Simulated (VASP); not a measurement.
# C (P6_3/mmc) in VASP: further runs

The runs below take C through relaxation of cell and atoms, with PBEsol, LDA.

All numbers are computed with VASP 6.6.1; they aren't measurements. Logs are shortened: lines on timing, memory, paths and dates and some standing lists are left out, and cuts for length are marked.

## 1. The cell of the first run

The structure is hexagonal, space group P6_3/mmc (No. 194). The conventional cell has a = 2.512 Å, b = 2.512 Å, c = 4.180 Å, α = 90.00°, β = 90.00°, γ = 120.00°. Within 2.1 Å of C (site symmetry 3m) lie 4 C at 1.54 to 1.57 Å.

## 2. Relaxation of cell and atoms, PBEsol

INCAR reads:

```
ALGO = Normal ; EDIFF = 1E-6
EDIFFG = -0.005 ; ENCUT = 600
GGA = PS ; IBRION = 2
ISIF = 3 ; ISMEAR = -1
LASPH = True ; LCHARG = False
LREAL = False ; LWAVE = False
NELM = 80 ; NSW = 80
PREC = Accurate ; SIGMA = 0.02
```

KPOINTS reads:

```
k-points
0
Gamma
  12 12 6
```

POSCAR reads:

```
C
1.0
    2.5115321431      0.0000000000      0.0000000000
   -1.2557660716      2.1750506383      0.0000000000
    0.0000000000      0.0000000000      4.1804261420
C
4
Direct
    0.3333333333      0.6666666667      0.0002342823
    0.6666666667      0.3333333333      0.5002342823
    0.3333333333      0.6666666667      0.3747657177
    0.6666666667      0.3333333333      0.8747657177
```

Potentials or basis: VASP PAW PBE potentials, release 64 (C).

Command:

```
> cat potpaw_PBE.64/C/POTCAR > POTCAR
> mpirun -np 1 vasp_std > vasp.out
```

OUTCAR:

```text
EDIFF = 1E-6
   EDIFFG = -0.005
   ENCUT = 600
   GGA = PS
   IBRION = 2
   ISIF = 3
   ISMEAR = -1
   LASPH = True
   LREAL = False
   NELM = 80
   NSW = 80
   PREC = Accurate

 ion  position               nearest neighbor table
   1  0.333  0.667  0.000-   4 1.54   4 1.54   4 1.54   3 1.57
   2  0.667  0.333  0.500-   3 1.54   3 1.54   3 1.54   4 1.57
   3  0.333  0.667  0.375-   2 1.54   2 1.54   2 1.54   1 1.57
   4  0.667  0.333  0.875-   1 1.54   1 1.54   1 1.54   2 1.57

  LATTYP: Found a hexagonal cell.
 ALAT       =     2.5115321431
 C/A-ratio  =     1.6644923910

  Lattice vectors:

 A1 = (   2.5115321431,   0.0000000000,   0.0000000000)
 A2 = (  -1.2557660716,   2.1750506383,   0.0000000000)
 A3 = (   0.0000000000,   0.0000000000,   4.1804261420)

Analysis of symmetry for initial positions (statically):
=====================================================================
 Subroutine PRICEL returns:
 Original cell was already a primitive cell.

 Routine SETGRP: Setting up the symmetry group for a
 hexagonal supercell.

 Subroutine GETGRP returns: Found 24 space group operations
 (whereof  6 operations were pure point group operations)
 out of a pool of 24 trial point group operations.

The static configuration has the point symmetry C_3v.
 The point group associated with its full space group is D_6h.

Analysis of symmetry for dynamics (positions and initial velocities):
=====================================================================
 Subroutine PRICEL returns:
 Original cell was already a primitive cell.

 Routine SETGRP: Setting up the symmetry group for a
 hexagonal supercell.

 Subroutine GETGRP returns: Found 24 space group operations
 (whereof  6 operations were pure point group operations)
 out of a pool of 24 trial point group operations.

The dynamic configuration has the point symmetry C_3v.
 The point group associated with its full space group is D_6h.

 Subroutine INISYM returns: Found 24 space group operations
 (whereof  6 operations are pure point group operations),
 and found     1 'primitive' translations

----------------------------------------------------------------------------------------

                                     Primitive cell

  volume of cell :      22.8365

  direct lattice vectors                    reciprocal lattice vectors
     2.511532143  0.000000000  0.000000000     0.398163329  0.229879705  0.000000000
    -1.255766072  2.175050638  0.000000000     0.000000000  0.459759411  0.000000000
     0.000000000  0.000000000  4.180426142     0.000000000  0.000000000  0.239210063

  length of vectors
     2.511532143  2.511532143  4.180426142     0.459759411  0.459759411  0.239210063

  position of ions in fractional coordinates (direct lattice)
     0.333333333  0.666666667  0.000234282
     0.666666667  0.333333333  0.500234282
     0.333333333  0.666666667  0.374765718
     0.666666667  0.333333333  0.874765718

  ion indices of the primitive-cell ions
   primitive index   ion index
                 1           1
                 2           2
                 3           3
                 4           4

----------------------------------------------------------------------------------------

 KPOINTS: k-points

Automatic generation of k-mesh.
 Grid dimensions read from file:
 generate k-points for:   12   12    6

 Generating k-lattice:

  Cartesian coordinates                     Fractional coordinates (reciprocal lattice)
     0.033180277  0.019156642  0.000000000     0.083333333 -0.000000000  0.000000000
     0.000000000  0.038313284  0.000000000     0.000000000  0.083333333  0.000000000
     0.000000000  0.000000000  0.039868344     0.000000000  0.000000000  0.166666667

  Length of vectors
     0.038313284  0.038313284  0.039868344

  Shift w.r.t. Gamma in fractional coordinates (k-lattice)
     0.000000000  0.000000000  0.000000000

 Subroutine IBZKPT returns following result:
 ===========================================

 Found     76 irreducible k-points:

 Following reciprocal coordinates:
            Coordinates               Weight
  0.000000  0.000000  0.000000      1.000000
  0.083333 -0.000000  0.000000      6.000000
  0.166667 -0.000000  0.000000      6.000000
  0.250000 -0.000000  0.000000      6.000000
  0.333333 -0.000000  0.000000      6.000000
  0.416667 -0.000000  0.000000      6.000000
[... 16 lines left out ...]
  0.250000 -0.000000  0.166667     12.000000
  0.333333 -0.000000  0.166667     12.000000
 [... further k-points ...]
   k-points           NKPTS =     76   k-points in BZ     NKDIM =     76   number of bands    NBANDS=     12
   number of dos      NEDOS =    301   number of ions     NIONS =      4
   total plane-waves  NPLWV =  14400
   dimension x,y,z NGX =    20 NGY =   20 NGZ =   36
   dimension x,y,z NGXF=    40 NGYF=   40 NGZF=   72
   ions per type =               4
   NGX,Y,Z   is equivalent  to a cutoff of  13.24, 13.24, 14.32 a.u.
   NGXF,Y,Z  is equivalent  to a cutoff of  26.48, 26.48, 28.63 a.u.
 SYSTEM =  unknown system
   PREC   = accura    normal or accurate (medium, high low for compatibility)
   ISTART =      0    job   : 0-new  1-cont  2-samecut
   ICHARG =      2    charge: 1-file 2-atom 10-const
   ISPIN  =      1    spin polarized calculation?
   LNONCOLLINEAR =      F non collinear calculations
   LSORBIT =      F    spin-orbit coupling
   LASPH  =      T    aspherical Exc in radial PAW
   ENCUT  =  600.0 eV  44.10 Ry    6.64 a.u.   5.02  5.02  8.35*2*pi/ulx,y,z
   NELM   =     80;   NELMIN=  2; NELMDL= -5     # of ELM steps
   EDIFF  = 0.1E-05   stopping-criterion for ELM
   LREAL  =      F    real-space projection
   EDIFFG = -.5E-02   stopping-criterion for IOM
   NSW    =     80    number of steps for IOM
   IBRION =      2    ionic relax: 0-MD 1-quasi-New 2-CG
   NFREE  =      1    steps in history (QN), initial steepest desc. (CG)
   ISIF   =      3    stress and relaxation
   ISYM   =      2    0-nonsym 1-usesym 2-fastsym
   POTIM  = 0.5000    time-step for ionic-motion
   TEBEG  =    0.0;   TEEND  =   0.0 temperature during run
   PSTRESS=    0.0 pullay stress
   NELECT =      16.0000    total number of electrons
   NUPDOWN=      -1.0000    fix difference up-down
   EMIN   =  10.00;   EMAX   =-10.00  energy-range for DOS
   EFERMI =   0.00;   METHOD = LEGACY
   ISMEAR =    -1;   SIGMA  =   0.02  broadening in eV -4-tet -1-fermi 0-gaus
   EFERMI_NEDOS =   21; number of points for ismear=-14 and -15
   IALGO  =     38    algorithm
   IMIX   =      4    mixing-type and parameters
     AMIX     =   0.40;   BMIX     =  1.00
     AMIX_MAG =   1.60;   BMIX_MAG =  1.00
  volume/ion in A,a.u.               =       5.71        38.53
  Fermi-wavevector in a.u.,A,eV,Ry     =   1.454025  2.747709 28.765292  2.114189
  Thomas-Fermi vector in A             =   2.571224
   LORBIT       =      0    0 simple, 1 ext, 2 COOP (PROOUT), +10 PAW based schemes
   GGA     = PS    functional components
   LHFCALC =     F    Hartree Fock is set to
   AEXX    =    0.0000 exact exchange contribution
   IVDW    =     0    specifies the selected vdW correction
   LEPSILON=     F    determine dielectric tensor
   LRPA    =     F    only Hartree local field effects (RPA)
 conjugate gradient relaxation of ions
 non-spin polarized calculation
  energy-cutoff  :      600.00
  volume of cell :       22.84
 maximum number of plane-waves:       777
 NGX is ok and might be reduce to    20
   NGX =  9   NGY =  9   NGZ = 17

--------------------------------------- Ionic step        1  -------------------------------------------

 number of electron      16.0000002 magnetization

 Free energy of the ion-electron system (eV)
  ---------------------------------------------------
  ext. energy  EPLUGINS =         0.00000000
  ---------------------------------------------------
  free energy    TOTEN  =       -38.40844353 eV

  energy without entropy =      -38.40844353  energy(sigma->0) =      -38.40844353

------------------------ aborting loop because EDIFF is reached ----------------------------------------

  FORCE on cell =-STRESS in cart. coord.  units (eV):
  Direction    XX          YY          ZZ          XY          YZ          ZX
  --------------------------------------------------------------------------------------
  -------------------------------------------------------------------------------------
  Total       -0.8832416     -0.8832416     -0.8494554      0.0000000     -0.0000000      0.0000000
  in kB      -61.9671393    -61.9671393    -59.5967359      0.0000000     -0.0000000      0.0000000
  external PRESSURE =     -61.1770048 kB  Pullay stress =       0.0000000 kB
[... 213 lines left out ...]
  energy  without entropy=      -38.4145833987  energy(sigma->0) =      -38.41458340

--------------------------------------- Ionic step        7  -------------------------------------------

 number of electron      16.0000002 magnetization

 Free energy of the ion-electron system (eV)
  ---------------------------------------------------
  ext. energy  EPLUGINS =         0.00000000
  ---------------------------------------------------
  free energy    TOTEN  =       -38.41458390 eV

  energy without entropy =      -38.41458390  energy(sigma->0) =      -38.41458390

 E-fermi :  10.4793     XC(G=0): -13.4624

 val. band max:       10.1138213104   @ k =   0.0000   0.0000   0.0000
 cond. band min:      13.1581397650   @ k =   0.3333   0.3333   0.0000
 fundamental gap:      3.0443184545
 Fermi energy:        10.4792968685

 k-point     1 :       0.0000    0.0000    0.0000
  band No.  band energies     occupation
      1     -11.8280      2.00000
      2      -6.1639      2.00000
      3      -3.7667      2.00000
      4       6.9920      2.00000
      5       6.9920      2.00000
      6       9.6044      2.00000
      7      10.1138      2.00000
      8      10.1138      2.00000
      9      15.0307      0.00000
     10      15.0307      0.00000
     11      15.4151      0.00000
     12      18.3185      0.00000
[... 331 lines left out ...]
 k-point    24 :       0.3333   -0.0000    0.1667
  band No.  band energies     occupation
      1      -8.9086      2.00000
      2      -4.7596      2.00000
      3      -1.0989      2.00000
      4       0.4600      2.00000
      5       2.7891      2.00000
      6       4.3525      2.00000
      7       6.4327      2.00000
      8       7.2033      2.00000
      9      14.7727      0.00000
     10      17.1312      0.00000
     11      18.2968      0.00000
     12      18.6379      0.00000

 [... further k-points ...]
[... 5 lines left out ...]
  --------------------------------------------------------------------------------------
  -------------------------------------------------------------------------------------
  Total       -0.0092563     -0.0092563     -0.0163233      0.0000000      0.0000000      0.0000000
  in kB       -0.6584281     -0.6584281     -1.1611319      0.0000000      0.0000000      0.0000000
  external PRESSURE =      -0.8259960 kB  Pullay stress =       0.0000000 kB
[... 19 lines left out ...]
  FREE ENERGIE OF THE ION-ELECTRON SYSTEM (eV)
  ---------------------------------------------------
  free  energy   TOTEN  =       -38.4145838980 eV

  energy  without entropy=      -38.4145838980  energy(sigma->0) =      -38.41458390

 reached required accuracy - stopping structural energy minimisation
```

Run time: 44 s. Hardware: 1 thread of Intel Xeon Platinum 8375C at 2.90GHz (Ice Lake), shared host; peak memory 0.14 GiB.

Results:

| Property | Result |
| --- | --- |
| Free energy | -38.4146 eV |
| Relaxed volume | 5.63 Å³/atom |
| Relaxed cell | a = 2.500 Å, b = 2.500 Å, c = 4.162 Å, α = 90.00°, β = 90.00°, γ = 120.00° |
| Space group after relaxing (to 0.05 Å) | P6_3/mmc (No. 194) |
| Energy gained by relaxing | 1.5 meV/atom |
| Ionic steps | 7 |
| Pressure after relaxing | -0.1 GPa |
| Band gap on the k mesh | 3.04 eV, indirect (least direct gap 4.92 eV) |

The path:
```tsv
step	energy change (eV)	largest force (eV/Å)	pressure (GPa)	volume (Å³)
1	0.0000	0.0067	-6.12	22.84
2	0.0039	0.0226	8.25	22.12
3	-0.0061	0.0136	-0.01	22.52
4	-0.0061	0.0138	0.09	22.51
5	-0.0061	0.0292	0.10	22.51
6	-0.0061	0.0002	0.11	22.51
7	-0.0061	0.0015	-0.08	22.52
```

Final structure:
```
C
1.0
     2.49974    0.00000    0.00000
    -1.24987    2.16483    0.00000
     0.00000    0.00000    4.16216
C
4
Direct
  0.33333 0.66667 0.00032
  0.66667 0.33333 0.50032
  0.33333 0.66667 0.37468
  0.66667 0.33333 0.87468
```

Levels at points of the mesh, in eV from the valence-band top:
| k point | band 4 | band 5 | band 6 | band 7 | band 8 | band 9 | band 10 | band 11 | band 12 |
| --- | --- | --- | --- | --- | --- | --- | --- | --- | --- |
| (0.00, 0.00, 0.00) | -3.12 | -3.12 | -0.51 | 0.00 | 0.00 | 4.92 | 4.92 | 5.30 | 8.20 |
| (0.50, 0.00, 0.00) | -10.10 | -9.39 | -6.55 | -6.09 | -3.18 | 4.36 | 7.90 | 8.24 | 8.35 |
| (0.00, 0.00, 0.50) | -7.13 | -1.87 | -1.87 | -1.87 | -1.87 | 7.22 | 7.22 | 7.22 | 7.22 |
| (0.50, 0.00, 0.50) | -13.14 | -5.17 | -5.17 | -4.88 | -4.88 | 5.78 | 5.78 | 6.43 | 6.43 |

Caveat: the PAW data sets were made with another functional, which shifts forces and pressure a little. A k mesh can miss the band edges.

## 3. Relaxation of cell and atoms, LDA

INCAR reads:

```
ALGO     = Normal         # electronic algorithm
EDIFF    = 1E-7           # SCF threshold, eV
EDIFFG   = -0.005         # ionic threshold
ENCUT    = 600            # plane-wave cutoff, eV
IBRION   = 2              # ionic algorithm
ISIF     = 3              # what is computed and relaxed
ISMEAR   = -1             # smearing method
LASPH    = True           # aspherical terms in the spheres
LCHARG   = False          # write CHGCAR
LREAL    = False          # projectors in reciprocal space
LWAVE    = False          # write WAVECAR
NELM     = 60             # most SCF steps
NSW      = 80             # ionic steps
PREC     = Accurate       # precision mode
SIGMA    = 0.02           # smearing width, eV
```

KPOINTS is that of step 2.

POSCAR is that of step 2.

Potentials or basis: VASP PAW LDA potentials, release 64 (C).

Command:

```
> cat potpaw_LDA.64/C/POTCAR > POTCAR
> mpirun -np 1 vasp_std > vasp.out
```

Wall time 55 s (1 thread of Intel Xeon Platinum 8375C at 2.90GHz (Ice Lake), shared host); peak memory 0.13 GiB.

The run converged. Its results:

```
Free energy                            : -40.4076 eV
Relaxed volume                         : 5.53 Å³/atom
Relaxed cell                           : a = 2.485 Å, b = 2.485 Å, c = 4.138 Å, α = 90.00°, β = 90.00°, γ = 120.00°
Space group after relaxing (to 0.05 Å) : P6_3/mmc (No. 194)
Energy gained by relaxing              : 7.9 meV/atom
Ionic steps                            : 8
Pressure after relaxing                : 0.0 GPa
Band gap on the k mesh                 : 3.01 eV, indirect (least direct gap 4.97 eV)
```

The path:
```
step  energy change (eV)  largest force (eV/Å)  pressure (GPa)  volume (Å³)
   1              0.0000                0.0074          -13.93        22.84
   2              0.0240                0.1158           20.66        21.24
   3             -0.0317                0.0419           -0.15        22.13
   4             -0.0317                0.0430            0.15        22.12
   5             -0.0315                0.0932            0.17        22.11
   6             -0.0317                0.0001            0.15        22.12
   7             -0.0317                0.0002           -0.12        22.13
   8             -0.0317                0.0000            0.00        22.12
```

Final structure:
```
CELL_PARAMETERS angstrom
2.48461 0.00000 0.00000
-1.24230 2.15173 0.00000
0.00000 0.00000 4.13830
ATOMIC_POSITIONS crystal
C 0.33333 0.66667 0.00034
C 0.66667 0.33333 0.50034
C 0.33333 0.66667 0.37466
C 0.66667 0.33333 0.87466
```

Levels at points of the mesh, in eV from the valence-band top:
| k point | band 6 | band 7 | band 8 | band 9 | band 10 | band 11 |
| --- | --- | --- | --- | --- | --- | --- |
| (0.00, 0.00, 0.00) | -0.52 | 0.00 | 0.00 | 4.97 | 4.97 | 5.35 |
| (0.50, 0.00, 0.00) | -6.61 | -6.15 | -3.20 | 4.52 | 7.93 | 8.31 |
| (0.00, 0.00, 0.50) | -1.89 | -1.89 | -1.89 | 7.29 | 7.29 | 7.29 |
| (0.50, 0.00, 0.50) | -5.22 | -4.91 | -4.91 | 5.92 | 5.92 | 6.62 |

A k mesh can miss the band edges. LDA gaps usually lie below the measured ones, often by a third to a half.
